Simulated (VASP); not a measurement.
C, 2 atoms in the cell. The cell holds a slab with vacuum, 2 atoms: a = 2.466 Å, b = 2.466 Å, c = 28.000 Å, α = 90.00°, β = 90.00°, γ = 120.00°. 

```yaml
Program: VASP 6.6.1
Task: single point
Functional: PBE
Dispersion: D3(BJ)
Potentials_or_basis: VASP PAW PBE potentials, release 64 (C)
Cutoff: 520 eV
k_mesh: 21 × 21 × 1
Occupations: gaussian, width 0.1 eV
Spin: no spin polarisation
Dipole_correction: yes
Further_INCAR_settings: ALGO = Normal; EDIFF = 1e-07; NBANDS = 11
```

Potentials or basis: VASP PAW PBE potentials, release 64 (C).

Run with:

```console
$ cat potpaw_PBE.64/C/POTCAR > POTCAR
$ mpirun -np 1 vasp_std > vasp.out
```

Hardware: 1 thread of AMD EPYC 7R43 64-Core Processor (Zen 3) (shared host).

Problem. How long does it take, and how much memory?

Solution. Wall time 2.3 min on 1 thread of AMD EPYC 7R43 64-Core Processor (Zen 3), with other jobs on the host, peak memory 0.24 GiB. Counts: scf iterations 22, k points 48.
